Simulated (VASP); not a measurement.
# SiC in VASP: a series of runs

The runs below take SiC through single point, with PBEsol.

Program: VASP 6.6.1. These are calculated values, not measurements. Logs are shortened: lines on timing, memory, paths and dates and some standing lists are left out, and cuts for length are marked.

## Step 1: The cell of the first run

The cell holds a slab with vacuum, 6 atoms: a = 3.081 Å, b = 3.081 Å, c = 22.659 Å, α = 90.00°, β = 90.00°, γ = 120.00°.

## Step 2: Single point, PBEsol

INCAR reads:

```
SYSTEM = SiC
ALGO = Normal
DIPOL = 0.5 0.5 0.499
EDIFF = 1E-6
ENCUT = 520
GGA = PS
IDIPOL = 3
ISIF = 2
ISMEAR = 0
LASPH = .True.
LCHARG = .False.
LDIPOL = .True.
LREAL = .False.
LWAVE = .False.
NBANDS = 21
NELM = 60
PREC = Accurate
SIGMA = 0.05
```

KPOINTS reads:

```
k-points
0
Gamma
  9 9 1
  0 0 0
```

POSCAR reads:

```
SiC
1.0
    3.0806203182      0.0000000000      0.0000000000
   -1.5403101591      2.6678954550      0.0000000000
    0.0000000000      0.0000000000     22.6594609031
C Si
3 3
Direct
    0.0000000000      0.0000000000      0.3751192509
    0.3333333333      0.6666666667      0.4861243612
    0.6666666667      0.3333333333      0.5987158156
    0.3333333333      0.6666666667      0.4028705285
    0.6666666667      0.3333333333      0.5116572003
    0.0000000000      0.0000000000      0.6211191266
```

Potentials or basis: VASP PAW PBE potentials, release 64 (C, Si).

Started as:

```bash
> cat potpaw_PBE.64/C/POTCAR potpaw_PBE.64/Si/POTCAR > POTCAR
> mpirun -np 1 vasp_std > vasp.out
```

OUTCAR:

```text
SYSTEM = SiC
   EDIFF = 1E-6
   ENCUT = 520
   GGA = PS
   ISIF = 2
   ISMEAR = 0
   LASPH = .True.
   LREAL = .False.
   NELM = 60
   PREC = Accurate

 ion  position               nearest neighbor table
   1  0.000  0.000  0.375-   4 1.89   4 1.89   4 1.89
   2  0.333  0.667  0.486-   5 1.87   5 1.87   5 1.87   4 1.89
   3  0.667  0.333  0.599-   6 1.85   6 1.85   6 1.85   5 1.97
   4  0.333  0.667  0.403-   2 1.89   1 1.89   1 1.89   1 1.89   5 3.04   5 3.04   5 3.04
   5  0.667  0.333  0.512-   2 1.87   2 1.87   2 1.87   3 1.97   4 3.04   4 3.04   4 3.04   6 3.05
                             6 3.05   6 3.05
   6  0.000  0.000  0.621-   3 1.85   3 1.85   3 1.85   5 3.05   5 3.05   5 3.05

  LATTYP: Found a hexagonal cell.
 ALAT       =     3.0806203182
 C/A-ratio  =     7.3554864159

  Lattice vectors:

 A1 = (   3.0806203182,   0.0000000000,   0.0000000000)
 A2 = (  -1.5403101591,   2.6678954550,   0.0000000000)
 A3 = (   0.0000000000,   0.0000000000,  22.6594609031)

Analysis of symmetry for initial positions (statically):
=====================================================================
 Subroutine PRICEL returns:
 Original cell was already a primitive cell.

 Routine SETGRP: Setting up the symmetry group for a
 hexagonal supercell.

 Subroutine GETGRP returns: Found  6 space group operations
 (whereof  6 operations were pure point group operations)
 out of a pool of 24 trial point group operations.

The static configuration has the point symmetry C_3v.

Analysis of symmetry for dynamics (positions and initial velocities):
=====================================================================
 Subroutine PRICEL returns:
 Original cell was already a primitive cell.

 Routine SETGRP: Setting up the symmetry group for a
 hexagonal supercell.

 Subroutine GETGRP returns: Found  6 space group operations
 (whereof  6 operations were pure point group operations)
 out of a pool of 24 trial point group operations.

The dynamic configuration has the point symmetry C_3v.

 Subroutine INISYM returns: Found  6 space group operations
 (whereof  6 operations are pure point group operations),
 and found     1 'primitive' translations

----------------------------------------------------------------------------------------

                                     Primitive cell

  volume of cell :     186.2330

  direct lattice vectors                    reciprocal lattice vectors
     3.080620318  0.000000000  0.000000000     0.324609948  0.187413641  0.000000000
    -1.540310159  2.667895455  0.000000000     0.000000000  0.374827281  0.000000000
     0.000000000  0.000000000 22.659460903     0.000000000  0.000000000  0.044131677

  length of vectors
     3.080620318  3.080620318 22.659460903     0.374827281  0.374827281  0.044131677

  position of ions in fractional coordinates (direct lattice)
     0.000000000  0.000000000  0.375119251
     0.333333333  0.666666667  0.486124361
     0.666666667  0.333333333  0.598715816
     0.333333333  0.666666667  0.402870529
     0.666666667  0.333333333  0.511657200
     0.000000000  0.000000000  0.621119127

  ion indices of the primitive-cell ions
   primitive index   ion index
                 1           1
                 2           2
                 3           3
                 4           4
                 5           5
                 6           6

----------------------------------------------------------------------------------------

 KPOINTS: k-points

Automatic generation of k-mesh.
 Grid dimensions read from file:
 generate k-points for:    9    9    1

 Generating k-lattice:

  Cartesian coordinates                     Fractional coordinates (reciprocal lattice)
     0.036067772  0.020823738  0.000000000     0.111111111 -0.000000000  0.000000000
     0.000000000  0.041647476  0.000000000     0.000000000  0.111111111  0.000000000
     0.000000000  0.000000000  0.044131677     0.000000000  0.000000000  1.000000000

  Length of vectors
     0.041647476  0.041647476  0.044131677

  Shift w.r.t. Gamma in fractional coordinates (k-lattice)
     0.000000000  0.000000000  0.000000000

 Subroutine IBZKPT returns following result:
 ===========================================

 Found     12 irreducible k-points:

 Following reciprocal coordinates:
            Coordinates               Weight
  0.000000  0.000000  0.000000      1.000000
  0.111111 -0.000000  0.000000      6.000000
  0.222222 -0.000000  0.000000      6.000000
  0.333333 -0.000000  0.000000      6.000000
  0.444444 -0.000000  0.000000      6.000000
  0.111111  0.111111  0.000000      6.000000
  0.222222  0.111111  0.000000     12.000000
  0.333333  0.111111  0.000000     12.000000
  0.444444  0.111111  0.000000      6.000000
  0.222222  0.222222  0.000000      6.000000
  0.333333  0.222222  0.000000     12.000000
  0.333333  0.333333  0.000000      2.000000
   k-points           NKPTS =     12   k-points in BZ     NKDIM =     12   number of bands    NBANDS=     21
   number of dos      NEDOS =    301   number of ions     NIONS =      6
   total plane-waves  NPLWV = 103680
   dimension x,y,z NGX =    24 NGY =   24 NGZ =  180
   dimension x,y,z NGXF=    48 NGYF=   48 NGZF=  360
   ions per type =               3   3
   NGX,Y,Z   is equivalent  to a cutoff of  12.95, 12.95, 13.21 a.u.
   NGXF,Y,Z  is equivalent  to a cutoff of  25.90, 25.90, 26.41 a.u.
 SYSTEM =  SiC
   PREC   = accura    normal or accurate (medium, high low for compatibility)
   ISTART =      0    job   : 0-new  1-cont  2-samecut
   ICHARG =      2    charge: 1-file 2-atom 10-const
   ISPIN  =      1    spin polarized calculation?
   LNONCOLLINEAR =      F non collinear calculations
   LSORBIT =      F    spin-orbit coupling
   LASPH  =      T    aspherical Exc in radial PAW
   ENCUT  =  520.0 eV  38.22 Ry    6.18 a.u.   5.73  5.73 42.13*2*pi/ulx,y,z
   NELM   =     60;   NELMIN=  2; NELMDL= -5     # of ELM steps
   EDIFF  = 0.1E-05   stopping-criterion for ELM
   LREAL  =      F    real-space projection
   EDIFFG = 0.1E-04   stopping-criterion for IOM
   NSW    =      0    number of steps for IOM
   IBRION =     -1    ionic relax: 0-MD 1-quasi-New 2-CG
   NFREE  =      0    steps in history (QN), initial steepest desc. (CG)
   ISIF   =      2    stress and relaxation
   ISYM   =      2    0-nonsym 1-usesym 2-fastsym
   POTIM  = 0.5000    time-step for ionic-motion
   TEBEG  =    0.0;   TEEND  =   0.0 temperature during run
   PSTRESS=    0.0 pullay stress
   NELECT =      24.0000    total number of electrons
   NUPDOWN=      -1.0000    fix difference up-down
   EMIN   =  10.00;   EMAX   =-10.00  energy-range for DOS
   EFERMI =   0.00;   METHOD = LEGACY
   ISMEAR =     0;   SIGMA  =   0.05  broadening in eV -4-tet -1-fermi 0-gaus
   EFERMI_NEDOS =   21; number of points for ismear=-14 and -15
   IALGO  =     38    algorithm
   IMIX   =      4    mixing-type and parameters
     AMIX     =   0.40;   BMIX     =  1.00
     AMIX_MAG =   1.60;   BMIX_MAG =  1.00
  volume/ion in A,a.u.               =      31.04       209.46
  Fermi-wavevector in a.u.,A,eV,Ry     =   0.826913  1.562639  9.303457  0.683785
  Thomas-Fermi vector in A             =   1.939027
   LORBIT       =      0    0 simple, 1 ext, 2 COOP (PROOUT), +10 PAW based schemes
   GGA     = PS    functional components
   LHFCALC =     F    Hartree Fock is set to
   AEXX    =    0.0000 exact exchange contribution
   IVDW    =     0    specifies the selected vdW correction
   LEPSILON=     F    determine dielectric tensor
   LRPA    =     F    only Hartree local field effects (RPA)
 non-spin polarized calculation
 Gauss-broadening in eV      SIGMA  =   0.05
  energy-cutoff  :      520.00
  volume of cell :      186.23
 maximum number of plane-waves:      5028
 NGX is ok and might be reduce to    24
   NGX = 11   NGY = 11   NGZ = 85

 dipolmoment           0.000000      0.000000      0.106661 electrons x Angstroem

 number of electron      24.0000000 magnetization

 dipolmoment           0.000000      0.000000     -0.118370 electrons x Angstroem

 Free energy of the ion-electron system (eV)
  ---------------------------------------------------
  ext. energy  EPLUGINS =         0.00000000
  ---------------------------------------------------
  free energy    TOTEN  =       -43.56891405 eV

  energy without entropy =      -43.56538343  energy(sigma->0) =      -43.56714874

 E-fermi :  -0.5533     XC(G=0):  -4.5912

 val. band max:       -0.5953938310   @ k =   0.4444   0.1111   0.0000
 cond. band min:      -0.5456594295   @ k =   0.2222   0.2222   0.0000
 fundamental gap:      0.0497344016
 Fermi energy:        -0.5532745781

 k-point     1 :       0.0000    0.0000    0.0000
  band No.  band energies     occupation
      1     -16.9989      2.00000
      2     -15.5616      2.00000
      3     -13.2828      2.00000
      4      -8.9193      2.00000
      5      -5.6301      2.00000
      6      -3.3286      2.00000
[... 13 lines left out ...]
     20       5.6631      0.00000
     21       5.6631      0.00000

 k-point     2 :       0.1111   -0.0000    0.0000
  band No.  band energies     occupation
      1     -16.7879      2.00000
      2     -15.3592      2.00000
      3     -13.0801      2.00000
      4      -8.7462      2.00000
      5      -5.5458      2.00000
      6      -4.2567      2.00000
[... 13 lines left out ...]
     20       5.7942      0.00000
     21       6.0157      0.00000
[... 199 lines left out ...]
      5      -8.9423      2.00000
      6      -7.4926      2.00000
[... 13 lines left out ...]
     20       7.3733      0.00000
     21       7.9386      0.00000

 k-point    12 :       0.3333    0.3333    0.0000
  band No.  band energies     occupation
      1     -13.0987      2.00000
      2     -12.5068      2.00000
      3     -10.2077      2.00000
      4      -9.6228      2.00000
      5      -9.0401      2.00000
      6      -8.1219      2.00000
[... 13 lines left out ...]
     20       8.4091      0.00000
     21       8.4528      0.00000

------------------------ aborting loop because EDIFF is reached ----------------------------------------

 vacuum level on the upper side and lower side of the slab       (xc-potential included)        -1.352         1.163

  FORCE on cell =-STRESS in cart. coord.  units (eV):
  Direction    XX          YY          ZZ          XY          YZ          ZX
  --------------------------------------------------------------------------------------
  -------------------------------------------------------------------------------------
  Total        0.4051847      0.4051847      0.3435943      0.0000000      0.0000000     -0.0000000
  in kB        3.4858369      3.4858369      2.9559698      0.0000000      0.0000000     -0.0000000
  external PRESSURE =       3.3092146 kB  Pullay stress =       0.0000000 kB

 VOLUME and BASIS-vectors are now :
 -----------------------------------------------------------------------------
  energy-cutoff  :      520.00
  volume of cell :      186.23
      direct lattice vectors                 reciprocal lattice vectors
     3.080620318  0.000000000  0.000000000     0.324609948  0.187413641  0.000000000
    -1.540310159  2.667895455  0.000000000     0.000000000  0.374827281  0.000000000
     0.000000000  0.000000000 22.659460903     0.000000000  0.000000000  0.044131677

 POSITION                                       TOTAL-FORCE (eV/Angst)
 -----------------------------------------------------------------------------------
      0.00000      0.00000      8.50000         0.000000     -0.000000      2.459152
     -0.00000      1.77860     11.01532        -0.000000      0.000000      0.981065
      1.54031      0.88930     13.56658        -0.000000      0.000000     -0.000692
     -0.00000      1.77860      9.12883         0.000000     -0.000000     -3.458548
      1.54031      0.88930     11.59388         0.000000     -0.000000      0.016446
      0.00000      0.00000     14.07422         0.000000     -0.000000      0.002576
 -----------------------------------------------------------------------------------
    total drift:                               -0.000000      0.000000      0.000169

  FREE ENERGIE OF THE ION-ELECTRON SYSTEM (eV)
  ---------------------------------------------------
  free  energy   TOTEN  =       -43.5689140497 eV

  energy  without entropy=      -43.5653834337  energy(sigma->0) =      -43.56714874

 vacuum level on the upper side and lower side of the slab         3.439         6.002
```

Wall time 59 s (1 thread of Intel Xeon 6975P-C (Granite Rapids), shared host); peak memory 0.32 GiB.

What came out:

| Property | Result |
| --- | --- |
| Free energy | -43.5689 eV |
| Largest force | 3.459 eV/Å |
| Band gap on the k mesh | zero (band 12 reaches -0.46 eV, above the bottom of band 13 at -0.60 eV) |

Forces in eV/Å, atoms in the order of the input:
```
C    0.000  0.000  2.459
C    0.000  0.000  0.981
C    0.000  0.000 -0.001
Si   0.000  0.000 -3.459
Si   0.000  0.000  0.016
Si   0.000  0.000  0.003
```

Levels at points of the mesh, in eV from the Fermi level:
```csv
k point,band 10,band 11,band 12,band 13,band 14,band 15
"(0.00, 0.00, 0.00)",-1.06,0.10,0.10,0.41,3.90,4.12
```

Caveat: the PAW data sets were made with another functional, which shifts forces and pressure a little.

## Step 3: Single point, PBEsol

INCAR reads:

```
SYSTEM = SiC
  ALGO = Normal
  DIPOL = 0.5 0.5 0.499
  EDIFF = 1E-7
  ENCUT = 520
  GGA = PS
  IDIPOL = 3
  ISIF = 2
  ISMEAR = 0
  LASPH = .TRUE.
  LCHARG = .FALSE.
  LDIPOL = .TRUE.
  LREAL = .FALSE.
  LWAVE = .FALSE.
  NBANDS = 21
  NELM = 80
  PREC = Accurate
  SIGMA = 0.05
```

KPOINTS reads:

```
k-points
0
G
  9 9 1
  0 0 0
```

POSCAR reads:

```
SiC
1.0
    3.0806203182      0.0000000000      0.0000000000
   -1.5403101591      2.6678954550      0.0000000000
    0.0000000000      0.0000000000     22.6594609031
C Si
3 3
Direct
    0.0000000000      0.0000000000      0.3751192509
    0.3333333333      0.6666666667      0.4861243612
    0.6666666667      0.3333333333      0.5987168237
    0.3333333333      0.6666666667      0.4028705285
    0.6666666667      0.3333333333      0.5116580976
    0.0000000000      0.0000000000      0.6211197132
```

Potentials or basis: VASP PAW PBE potentials, release 64 (C, Si).

Started as:

```bash
> cat potpaw_PBE.64/C/POTCAR potpaw_PBE.64/Si/POTCAR > POTCAR
> mpirun -np 1 vasp_std > vasp.out
```

Run time: 61 s. Hardware: 1 thread of Intel Xeon 6975P-C (Granite Rapids), shared host; peak memory 0.32 GiB.

It converged, with:

- Free energy: -43.5689 eV
- Largest force: 3.458 eV/Å
- Band gap on the k mesh: zero (band 12 reaches -0.46 eV, above the bottom of band 13 at -0.60 eV)

Forces in eV/Å, atoms in the order of the input:
```
C    0.000  0.000  2.459
C    0.000  0.000  0.981
C    0.000  0.000 -0.001
Si   0.000  0.000 -3.458
Si   0.000  0.000  0.016
Si   0.000  0.000  0.002
```

Levels at points of the mesh, in eV from the Fermi level:
```
           k point  band 10  band 11  band 12  band 13  band 14  band 15
(0.00, 0.00, 0.00)    -1.06     0.10     0.10     0.41     3.89     4.12
```

Caveat: the PAW data sets were made with another functional, which shifts forces and pressure a little.
